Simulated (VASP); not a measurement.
# SnO2 in VASP: notebook, part 2 of 2

VASP 6.6.1. Earlier steps stand in the parts before.

### Step 3. Single point, PBE+D3(BJ)

This run uses another cell than the first one, of the same volume but with other edges.

Input file INCAR:

```
ALGO = Normal
EDIFF = 1E-6
ENCUT = 520
GGA = PE
ISIF = 2
ISMEAR = 0
IVDW = 12
LASPH = True
LCHARG = True
LELF = True
LREAL = False
LVHAR = True
LWAVE = False
NBANDS = 49
NELM = 60
PREC = Accurate
SIGMA = 0.05
```

Input file KPOINTS:

```
k-points
0
Gamma
  9 9 2
```

Input file POSCAR:

```
SnO2
1.0
   -3.2372529198      0.0000000000      0.0000000000
   -1.6186264599     -2.8035432670      0.0000000000
   -1.4567638139     -0.8410629802     14.3754773976
Sn O
3 6
Direct
    0.5323227991      0.5323227991      0.4478128920
    0.9552216963     -0.0447783037      0.1492610123
    0.1094239018      0.1094239018      0.7463647718
    0.6012166259      0.6012166259      0.2181668027
    0.7554188313     -0.2445811687      0.8152705622
    0.1783177286      0.1783177286      0.5167186824
    0.4634289723      0.4634289723      0.6774589813
    0.8863278695     -0.1136721305      0.3789071016
    0.3092267668      0.3092267668      0.0803552219
```

Potentials or basis: VASP PAW PBE potentials, release 64 (Sn_d, O).

On the command line:

```
> cat potpaw_PBE.64/Sn_d/POTCAR potpaw_PBE.64/O/POTCAR > POTCAR
> mpirun -np 1 vasp_std > vasp.out
```

OUTCAR:

```text
EDIFF = 1E-6
   ENCUT = 520
   GGA = PE
   ISIF = 2
   ISMEAR = 0
   IVDW = 12
   LASPH = True
   LREAL = False
   NELM = 60
   PREC = Accurate
 IVDW          = 12

 ion  position               nearest neighbor table
   1  0.532  0.532  0.448-   8 2.12   6 2.12   6 2.12   8 2.12   8 2.12   6 2.12
   2  0.955  0.955  0.149-   4 2.12   9 2.12   9 2.12   4 2.12   4 2.12   9 2.12
   3  0.109  0.109  0.746-   5 2.12   5 2.12   5 2.12   7 2.12   7 2.12   7 2.12
   4  0.601  0.601  0.218-   2 2.12   2 2.12   2 2.12
   5  0.755  0.755  0.815-   3 2.12   3 2.12   3 2.12
   6  0.178  0.178  0.517-   1 2.12   1 2.12   1 2.12
   7  0.463  0.463  0.677-   3 2.12   3 2.12   3 2.12
   8  0.886  0.886  0.379-   1 2.12   1 2.12   1 2.12
   9  0.309  0.309  0.080-   2 2.12   2 2.12   2 2.12

  LATTYP: Found a base centered monoclinic cell.
 ALAT       =     5.6070865340
 B/A-ratio  =     0.5773502692
 C/A-ratio  =     2.5812975239
 COS(beta)  =    -0.1162206205

  Lattice vectors:

 A1 = (   3.2372529198,   0.0000000000,   0.0000000000)
 A2 = (   1.6186264599,   2.8035432670,   0.0000000000)
 A3 = (  -1.4567638139,  -0.8410629802,  14.3754773976)

Analysis of symmetry for initial positions (statically):
=====================================================================
 Subroutine PRICEL returns:
 Original cell was already a primitive cell.

 Routine SETGRP: Setting up the symmetry group for a
 base centered monoclinic supercell.

 Subroutine GETGRP returns: Found  4 space group operations
 (whereof  2 operations were pure point group operations)
 out of a pool of  4 trial point group operations.

The static configuration has the point symmetry C_1h.
 The point group associated with its full space group is C_2h.

Analysis of symmetry for dynamics (positions and initial velocities):
=====================================================================
 Subroutine PRICEL returns:
 Original cell was already a primitive cell.

 Routine SETGRP: Setting up the symmetry group for a
 base centered monoclinic supercell.

 Subroutine GETGRP returns: Found  4 space group operations
 (whereof  2 operations were pure point group operations)
 out of a pool of  4 trial point group operations.

The dynamic configuration has the point symmetry C_1h.
 The point group associated with its full space group is C_2h.

 Subroutine INISYM returns: Found  4 space group operations
 (whereof  2 operations are pure point group operations),
 and found     1 'primitive' translations

----------------------------------------------------------------------------------------

                                     Primitive cell

  volume of cell :     130.4687

  direct lattice vectors                    reciprocal lattice vectors
    -3.237252920  0.000000000  0.000000000    -0.308903884  0.178345741 -0.020868872
    -1.618626460 -2.803543267  0.000000000     0.000000000 -0.356691481 -0.020868872
    -1.456763814 -0.841062980 14.375477398     0.000000000  0.000000000  0.069562907

  length of vectors
     3.237252920  3.237252920 14.473558586     0.357301445  0.357301445  0.069562907
[... 54 lines left out ...]
  0.222222  0.000000  0.000000      4.000000
  0.333333  0.000000  0.000000      4.000000
  0.444444  0.000000  0.000000      4.000000
  0.111111  0.111111 -0.000000      2.000000
[... 16 lines left out ...]
 -0.333333  0.333333 -0.000000      2.000000
  0.444444  0.444444  0.000000      2.000000
 [... further k-points ...]
   k-points           NKPTS =     50   k-points in BZ     NKDIM =     50   number of bands    NBANDS=     49
   number of dos      NEDOS =    301   number of ions     NIONS =      9
   total plane-waves  NPLWV =  62208
   dimension x,y,z NGX =    24 NGY =   24 NGZ =  108
   dimension x,y,z NGXF=    48 NGYF=   48 NGZF=  216
   ions per type =               3   6
   NGX,Y,Z   is equivalent  to a cutoff of  12.32, 12.32, 12.41 a.u.
   NGXF,Y,Z  is equivalent  to a cutoff of  24.65, 24.65, 24.81 a.u.
 SYSTEM =  unknown system
   PREC   = accura    normal or accurate (medium, high low for compatibility)
   ISTART =      0    job   : 0-new  1-cont  2-samecut
   ICHARG =      2    charge: 1-file 2-atom 10-const
   ISPIN  =      1    spin polarized calculation?
   LNONCOLLINEAR =      F non collinear calculations
   LSORBIT =      F    spin-orbit coupling
   LASPH  =      T    aspherical Exc in radial PAW
   ENCUT  =  520.0 eV  38.22 Ry    6.18 a.u.   6.02  6.02 26.91*2*pi/ulx,y,z
   NELM   =     60;   NELMIN=  2; NELMDL= -5     # of ELM steps
   EDIFF  = 0.1E-05   stopping-criterion for ELM
   LREAL  =      F    real-space projection
   EDIFFG = 0.1E-04   stopping-criterion for IOM
   NSW    =      0    number of steps for IOM
   IBRION =     -1    ionic relax: 0-MD 1-quasi-New 2-CG
   NFREE  =      0    steps in history (QN), initial steepest desc. (CG)
   ISIF   =      2    stress and relaxation
   ISYM   =      2    0-nonsym 1-usesym 2-fastsym
   POTIM  = 0.5000    time-step for ionic-motion
   TEBEG  =    0.0;   TEEND  =   0.0 temperature during run
   PSTRESS=    0.0 pullay stress
   NELECT =      78.0000    total number of electrons
   NUPDOWN=      -1.0000    fix difference up-down
   EMIN   =  10.00;   EMAX   =-10.00  energy-range for DOS
   EFERMI =   0.00;   METHOD = LEGACY
   ISMEAR =     0;   SIGMA  =   0.05  broadening in eV -4-tet -1-fermi 0-gaus
   EFERMI_NEDOS =   21; number of points for ismear=-14 and -15
   IALGO  =     38    algorithm
   IMIX   =      4    mixing-type and parameters
     AMIX     =   0.40;   BMIX     =  1.00
     AMIX_MAG =   1.60;   BMIX_MAG =  1.00
  volume/ion in A,a.u.               =      14.50        97.83
  Fermi-wavevector in a.u.,A,eV,Ry     =   1.379127  2.606172 25.878168  1.901992
  Thomas-Fermi vector in A             =   2.504125
   LORBIT       =      0    0 simple, 1 ext, 2 COOP (PROOUT), +10 PAW based schemes
   GGA     = PE    functional components
   LHFCALC =     F    Hartree Fock is set to
   AEXX    =    0.0000 exact exchange contribution
   IVDW    =    12    specifies the selected vdW correction
   LEPSILON=     F    determine dielectric tensor
   LRPA    =     F    only Hartree local field effects (RPA)
 non-spin polarized calculation
 Gauss-broadening in eV      SIGMA  =   0.05
  energy-cutoff  :      520.00
  volume of cell :      130.47
 maximum number of plane-waves:      3560
   NGX = 13   NGY = 13   NGZ = 53

 number of electron      78.0000001 magnetization

 Free energy of the ion-electron system (eV)
  ---------------------------------------------------
  ext. energy  EPLUGINS =         0.00000000
  ---------------------------------------------------
  free energy    TOTEN  =       -54.51404250 eV

  energy without entropy =      -54.51404250  energy(sigma->0) =      -54.51404250

 E-fermi :   3.6326     XC(G=0):  -9.9138

 val. band max:        3.3888941919   @ k =  -0.1111   0.1111  -0.0000
 cond. band min:       5.2519931373   @ k =   0.0000   0.0000   0.0000
 fundamental gap:      1.8630989454
 Fermi energy:         3.6326473443

 k-point     1 :       0.0000    0.0000    0.0000
  band No.  band energies     occupation
      1     -16.7308      2.00000
      2     -16.7211      2.00000
      3     -16.7208      2.00000
      4     -16.4840      2.00000
      5     -16.4840      2.00000
      6     -16.4729      2.00000
[... 1237 lines left out ...]
     48      14.0031      0.00000
     49      14.6808      0.00000

 [... further k-points ...]

------------------------ aborting loop because EDIFF is reached ----------------------------------------

 Edisp (eV)   -1.63418

 E8    (eV) :    -0.6481

  FORCE on cell =-STRESS in cart. coord.  units (eV):
  Direction    XX          YY          ZZ          XY          YZ          ZX
  --------------------------------------------------------------------------------------
  -------------------------------------------------------------------------------------
  Total       0.25049     0.25432     0.22875    -0.00332     0.00053     0.00092
  in kB       3.07609     3.12310     2.80907    -0.04072     0.00650     0.01125
  external pressure =        3.00 kB  Pullay stress =        0.00 kB

 VOLUME and BASIS-vectors are now :
 -----------------------------------------------------------------------------
  energy-cutoff  :      520.00
  volume of cell :      130.47
      direct lattice vectors                 reciprocal lattice vectors
    -3.237252920  0.000000000  0.000000000    -0.308903884  0.178345741 -0.020868872
    -1.618626460 -2.803543267  0.000000000     0.000000000 -0.356691481 -0.020868872
    -1.456763814 -0.841062980 14.375477398     0.000000000  0.000000000  0.069562907

 POSITION                                       TOTAL-FORCE (eV/Angst)
 -----------------------------------------------------------------------------------
     -3.23725     -1.86903      6.43752         0.000000      0.000000     -0.000000
     -4.85588     -2.80354      2.14570         0.000907      0.000524      0.118674
     -1.61863     -0.93451     10.72935        -0.000907     -0.000524     -0.118674
     -3.23725     -1.86903      3.13625        -0.000151     -0.000087      0.065663
     -4.85588     -2.80354     11.71990         0.000613      0.000354      0.261351
     -1.61863     -0.93451      7.42808        -0.000030     -0.000017      0.055137
     -3.23725     -1.86903      9.73880         0.000151      0.000087     -0.065663
     -4.85588     -2.80354      5.44697         0.000030      0.000017     -0.055137
     -1.61863     -0.93451      1.15514        -0.000613     -0.000354     -0.261351
 -----------------------------------------------------------------------------------
    total drift:                               -0.000087     -0.000050      0.000002

  FREE ENERGIE OF THE ION-ELECTRON SYSTEM (eV)
  ---------------------------------------------------
  free  energy   TOTEN  =       -56.1482241012 eV

  energy  without entropy=      -56.1482241012  energy(sigma->0) =      -56.14822410
```

Run time: 5.6 min. Hardware: 1 thread of Intel Xeon Platinum 8259CL at 2.50GHz (Skylake/Cascade Lake), shared host; peak memory 0.4 GiB.

Results:

| Quantity | Value |
| --- | --- |
| Free energy | -56.1482 eV |
| Pressure | 0.3 GPa |
| Largest force | 0.261 eV/Å |
| Band gap on the k mesh | 1.86 eV (least direct gap 1.99 eV) |
| Dispersion energy per atom | -0.182 eV |

Forces in eV/Å, atoms in the order of the input:
```
Sn   0.000  0.000  0.000
Sn   0.001  0.001  0.119
Sn  -0.001 -0.001 -0.119
O    0.000  0.000  0.066
O    0.001  0.000  0.261
O    0.000  0.000  0.055
O    0.000  0.000 -0.066
O    0.000  0.000 -0.055
O   -0.001  0.000 -0.261
```

Levels at points of the mesh, in eV from the valence-band top:
| k point | band 37 | band 38 | band 39 | band 40 | band 41 | band 42 |
| --- | --- | --- | --- | --- | --- | --- |
| (0.00, 0.00, 0.00) | -0.95 | -0.93 | -0.13 | 1.86 | 2.72 | 3.26 |
| (0.00, 0.00, 0.50) | -0.95 | -0.78 | -0.25 | 2.03 | 2.49 | 3.36 |

Caveat: spin-orbit coupling is left out, which moves the levels of the heavy elements; an odd mesh through Γ misses points on the zone boundary, where band edges can lie.

### Step 4. Single point, PBE+D3(BJ)

This run uses another cell than the first one, of 12.98 Å³/atom.

Input file INCAR:

```
ALGO = Normal ; EDIFF = 1E-6
ENCUT = 600 ; GGA = PE
GGA_COMPAT = False ; ISIF = 2
ISMEAR = 0 ; IVDW = 12
LASPH = True ; LCHARG = True
LELF = True ; LREAL = False
LVHAR = True ; LWAVE = False
NBANDS = 49 ; NELM = 120
PREC = Accurate ; SIGMA = 0.05
```

KPOINTS is that of step 3.

Input file POSCAR:

```
SnO2
1.0
   -3.2372529198      0.0000000000      0.0000000000
   -1.6186264599     -2.8035432670      0.0000000000
    0.0000000000     -0.0000000001     12.8754773976
Sn O
3 6
Direct
    0.6666666667      0.6666666667      0.8333333333
    1.0000000000      0.0000000000      0.5000000000
    0.3333333333      0.3333333333      0.1666666667
    0.6666666667      0.6666666667      0.5769333518
    1.0000000000      0.0000000000      0.2436000185
    0.3333333333      0.3333333333      0.9102666852
    0.6666666667      0.6666666667      0.0897333148
    1.0000000000      0.0000000000      0.7563999815
    0.3333333333      0.3333333333      0.4230666482
```

Potentials or basis: VASP PAW PBE potentials, release 64 (Sn_d, O).

On the command line:

```
> cat potpaw_PBE.64/Sn_d/POTCAR potpaw_PBE.64/O/POTCAR > POTCAR
> mpirun -np 1 vasp_std > vasp.out
```

OUTCAR:

```text
EDIFF = 1E-6
   ENCUT = 600
   GGA = PE
   ISIF = 2
   ISMEAR = 0
   IVDW = 12
   LASPH = True
   LREAL = False
   NELM = 120
   PREC = Accurate
 IVDW          = 12

 ion  position               nearest neighbor table
   1  0.667  0.667  0.833-   8 2.12   8 2.12   8 2.12   6 2.12   6 2.12   6 2.12
   2  0.000  0.000  0.500-   4 2.12   9 2.12   4 2.12   9 2.12   9 2.12   4 2.12
   3  0.333  0.333  0.167-   5 2.12   5 2.12   5 2.12   7 2.12   7 2.12   7 2.12
   4  0.667  0.667  0.577-   2 2.12   2 2.12   2 2.12
   5  0.000  0.000  0.244-   3 2.12   3 2.12   3 2.12
   6  0.333  0.333  0.910-   1 2.12   1 2.12   1 2.12
   7  0.667  0.667  0.090-   3 2.12   3 2.12   3 2.12
   8  0.000  0.000  0.756-   1 2.12   1 2.12   1 2.12
   9  0.333  0.333  0.423-   2 2.12   2 2.12   2 2.12

  LATTYP: Found a hexagonal cell.
 ALAT       =     3.2372529198
 C/A-ratio  =     3.9772849748

  Lattice vectors:

 A1 = (   1.6186264599,   2.8035432670,   0.0000000000)
 A2 = (  -3.2372529198,   0.0000000000,   0.0000000000)
[... 206 lines left out ...]

 k-point     1 :       0.0000    0.0000    0.0000
  band No.  band energies     occupation
      1     -15.3938      2.00000
      2     -15.3937      2.00000
      3     -15.3898      2.00000
      4     -15.1464      2.00000
      5     -15.1464      2.00000
      6     -15.1454      2.00000
[... 1237 lines left out ...]
     48      14.9801      0.00000
     49      15.2096      0.00000

------------------------ aborting loop because EDIFF is reached ----------------------------------------

 Edisp (eV)   -1.80909

 E8    (eV) :    -0.7192

  FORCE on cell =-STRESS in cart. coord.  units (eV):
  Direction    XX          YY          ZZ          XY          YZ          ZX
  --------------------------------------------------------------------------------------
  -------------------------------------------------------------------------------------
  Total       0.54597     0.54597     0.06508    -0.00000    -0.00000     0.00000
  in kB       7.48568     7.48568     0.89231    -0.00000    -0.00000     0.00000
  external pressure =        5.29 kB  Pullay stress =        0.00 kB

 VOLUME and BASIS-vectors are now :
 -----------------------------------------------------------------------------
  energy-cutoff  :      600.00
  volume of cell :      116.85
      direct lattice vectors                 reciprocal lattice vectors
    -3.237252920  0.000000000  0.000000000    -0.308903884  0.178345741  0.000000000
    -1.618626460 -2.803543267  0.000000000     0.000000000 -0.356691481 -0.000000000
     0.000000000 -0.000000000 12.875477398     0.000000000  0.000000000  0.077667023

 POSITION                                       TOTAL-FORCE (eV/Angst)
 -----------------------------------------------------------------------------------
     -3.23725     -1.86903     10.72956         0.000000      0.000000     -0.000000
      0.00000     -0.00000      6.43774         0.000000      0.000000     -0.000000
     -1.61863     -0.93451      2.14591         0.000000      0.000000     -0.000000
     -3.23725     -1.86903      7.42829        -0.000000     -0.000000      0.055534
      0.00000     -0.00000      3.13647         0.000000     -0.000000      0.055534
     -1.61863     -0.93451     11.72012         0.000000     -0.000000      0.055534
     -3.23725     -1.86903      1.15536        -0.000000      0.000000     -0.055534
      0.00000     -0.00000      9.73901        -0.000000      0.000000     -0.055534
     -1.61863     -0.93451      5.44719        -0.000000      0.000000     -0.055534
 -----------------------------------------------------------------------------------
    total drift:                               -0.000000     -0.000000      0.000000

  FREE ENERGIE OF THE ION-ELECTRON SYSTEM (eV)
  ---------------------------------------------------
  free  energy   TOTEN  =       -56.3183053047 eV

  energy  without entropy=      -56.3183053047  energy(sigma->0) =      -56.31830530
```

stdout:

```text
POSCAR found type information on POSCAR SnO
 POSCAR found :  2 types and       9 ions
 scaLAPACK will be used
 LDA part: xc-table for (Slater+PW92), standard interpolation
 POSCAR, INCAR and KPOINTS ok, starting setup
 FFT: planning ... GRIDC
 FFT: planning ... GRID_SOFT
 FFT: planning ... GRID
 WAVECAR not read
 entering main loop
```

Run time: 3.6 min. Hardware: 1 thread of AMD EPYC 7R43 (Zen 3), shared host; peak memory 0.3 GiB.

Results:

* Free energy: -56.3183 eV
* Pressure: 0.5 GPa
* Largest force: 0.056 eV/Å
* Band gap on the k mesh: 1.55 eV
* Dispersion energy per atom: -0.201 eV

Forces on the atoms (eV/Å):
```
Sn   0.000  0.000  0.000
Sn   0.000  0.000  0.000
Sn   0.000  0.000  0.000
O    0.000  0.000  0.056
O    0.000  0.000  0.056
O    0.000  0.000  0.056
O    0.000  0.000 -0.056
O    0.000  0.000 -0.056
O    0.000  0.000 -0.056
```

Caveat: spin-orbit coupling is left out, which moves the levels of the heavy elements.

### Step 5. Overview

```csv
cell,cutoff (eV),gap on the mesh (eV),pressure (GPa),largest force (eV/Å)
"a = 3.237, b = 3.237, c = 14.902 Å, angles 76.8, 76.8, 60.0°, 9 atoms",520,1.86,0.3,0.26
"a = 3.237, b = 3.237, c = 14.474 Å, angles 84.2, 84.2, 60.0°, 9 atoms",520,1.86,0.3,0.26
"a = 3.237, b = 3.237, c = 12.875 Å, angles 90.0, 90.0, 60.0°, 9 atoms",600,1.55,0.5,0.06
```

Alike in all rows: task single point; level PBE+D3(BJ); potentials or basis VASP PAW PBE potentials, release 64 (Sn_d, O); no spin polarisation; k mesh 9 × 9 × 2; smearing gaussian 0.05 eV.

Caveats: spin-orbit coupling is left out, which moves the levels of the heavy elements; an odd mesh through Γ misses points on the zone boundary, where band edges can lie (at least some runs).

Absolute energies hang on the potentials; compare differences alone.
